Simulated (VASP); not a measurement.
A run of VASP 6.6.1 is set up as follows.

File INCAR:

```
SYSTEM = GaSb3
PREC = Accurate
ENCUT = 600
EDIFF = 1E-6
ISMEAR = 0
SIGMA = 0.1
LREAL = .FALSE.
LASPH = .TRUE.
NELM = 60
ALGO = Normal
ISIF = 3
LWAVE = .FALSE.
LCHARG = .FALSE.
GGA = PE
IBRION = 2
NSW = 90
EDIFFG = -0.04
```

File KPOINTS:

```
Automatic mesh
0
G
  4 4 4
  0 0 0
```

The input POSCAR:

```
GaSb3
1.0
    3.1437581100     -3.2138162800      0.0000000000
    3.1437581100      3.2138162800      0.0000000000
    0.0000000000      0.0000000000      6.6203402600
Ga Sb
1 3
Direct
    0.5000000000      0.5000000000      0.0000000000
    0.7301653000      0.2698347000      0.5000000000
    0.2698347000      0.7301653000      0.5000000000
    0.0000000000      0.0000000000      0.0000000000
```

Potentials or basis: VASP PAW PBE potentials, release 64 (Ga_d, Sb).

The run is started by

```sh
$ cat potpaw_PBE.64/Ga_d/POTCAR potpaw_PBE.64/Sb/POTCAR > POTCAR
$ mpirun -np 1 vasp_std > vasp.out
```

Question: Estimate the band gap on the k mesh.

Answer: Zero (bands 14 and 15 overlap by 3.25 eV).

Question: Predict the space group after relaxing (to 0.1 Å).

Answer: Cmmm (No. 65).

Question: Estimate the relaxed cell.

Answer: a = 4.403 Å, b = 4.403 Å, c = 5.548 Å, α = 90.00°, β = 90.00°, γ = 91.29°.

Stress tensor (GPa, compression positive):
```
 0.02  0.00  0.00
 0.00 -0.12  0.00
 0.00  0.00  0.12
```

Caveat: spin-orbit coupling is left out, which moves the levels of the heavy elements.
